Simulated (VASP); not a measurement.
Here is a VASP 6.6.1 calculation.

INCAR

```
SYSTEM = NaCl
AGGAC = 1.0 ; AGGAX = 1.0
ALDAC = 0.0 ; ALDAX = 1.0
ALGO = Normal ; EDIFF = 1E-6
ENCUT = 520 ; GGA = B5
ISIF = 2 ; ISMEAR = -1
IVDW = 12 ; LASPH = .TRUE.
LCHARG = .FALSE. ; LREAL = .FALSE.
LWAVE = .FALSE. ; NBANDS = 14
NELM = 80 ; PREC = Accurate
SIGMA = 0.05 ; VDW_A1 = 0.4298
VDW_A2 = 4.2359 ; VDW_S6 = 1.0
VDW_S8 = 2.6996
```

The input KPOINTS:

```
k-points
0
G
  8 8 8
  0 0 0
```

Contents of POSCAR:

```
NaCl
1.0
    0.0000000000      2.7510344495      2.7510344495
    2.7510344495      0.0000000000      2.7510344495
    2.7510344495      2.7510344495      0.0000000000
Cl Na
1 1
Direct
    0.5000000000      0.5000000000      0.5000000000
    0.0000000000      0.0000000000      0.0000000000
```

Potentials or basis: VASP PAW PBE potentials, release 64 (Cl, Na_pv).

Launch:

```sh
$ cat potpaw_PBE.64/Cl/POTCAR potpaw_PBE.64/Na_pv/POTCAR > POTCAR
$ mpirun -np 1 vasp_std > vasp.out
```

Task: Estimate the pressure.

Result: -0.1 GPa.

Task: Predict the band gap on the k mesh.

Result: 5.47 eV.

Caveat: the PAW data sets were made with another functional, which shifts forces and pressure a little.
